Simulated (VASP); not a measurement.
**MnO: single point with BLYP**

MnO:

```xyz
2
Lattice="0.0000 2.2499 2.2499 2.2499 0.0000 2.2499 2.2499 2.2499 0.0000" Properties=species:S:1:pos:R:3 pbc="T T T"
Mn    0.0000    0.0000    0.0000
O     2.2499    2.2499    2.2499
```

```yaml
Program: VASP 6.6.1
Task: single point
Functional: BLYP
Potentials_or_basis: VASP PAW PBE potentials, release 64 (Mn_pv, O)
Cutoff: 520 eV
k_mesh: 10 × 10 × 10
Occupations: fermi-dirac, width 0.05 eV
Spin: collinear spin, ferromagnetic start
Starting_moments: "[4.0, 0.0] μB"
```

```
Pressure                                              : 0.1 GPa
Net moment                                            : 4.80 μB per cell
Site moments                                          : Mn +4.34; O +0.23 μB
Valence electrons inside the program's atomic spheres : Mn 11.35; O 4.97
```

Levels at points of the mesh, in eV from the Fermi level:
Spin up:
```
           k point  band 8  band 9  band 10  band 11  band 12  band 13  band 14  band 15  band 16  band 17
(0.00, 0.00, 0.00)   -3.01   -3.01    -3.01    -2.52    -2.52    -0.17    14.81    16.53    16.53    16.53
(0.50, 0.00, 0.00)   -2.20   -2.20    -1.79     0.18     0.18     4.02     7.69    12.03    12.03    18.62
(0.50, 0.50, 0.00)   -3.86   -2.14    -1.96    -1.96    -1.85     5.07     8.06    10.87    13.62    13.62
```
Spin down:
```tsv
k point	band 3	band 4	band 5	band 6	band 7	band 8	band 9	band 10	band 11	band 12
(0.00, 0.00, 0.00)	-45.58	-19.37	-3.14	-3.14	-3.14	0.68	0.68	0.68	0.82	1.27
(0.50, 0.00, 0.00)	-45.59	-18.48	-6.99	-4.59	-4.59	1.81	1.81	1.81	3.45	3.45
(0.50, 0.50, 0.00)	-45.61	-18.51	-6.03	-4.07	-4.07	-0.72	1.82	1.99	2.22	2.22
```

It took 48 s on 1 thread of AMD EPYC 7R13 Processor (Zen 3), on a shared host, peak memory 0.13 GiB.

Caveat: the PAW data sets were made with another functional, which shifts forces and pressure a little; a cell with one magnetic atom can't hold antiferromagnetic order, which such compounds often take; semilocal functionals often make such compounds metallic where correlation or magnetic order opens a gap, which also shifts bond lengths. With open d or f shells a metallic result of BLYP can be an artefact of self-interaction; +U or a hybrid may open a gap.
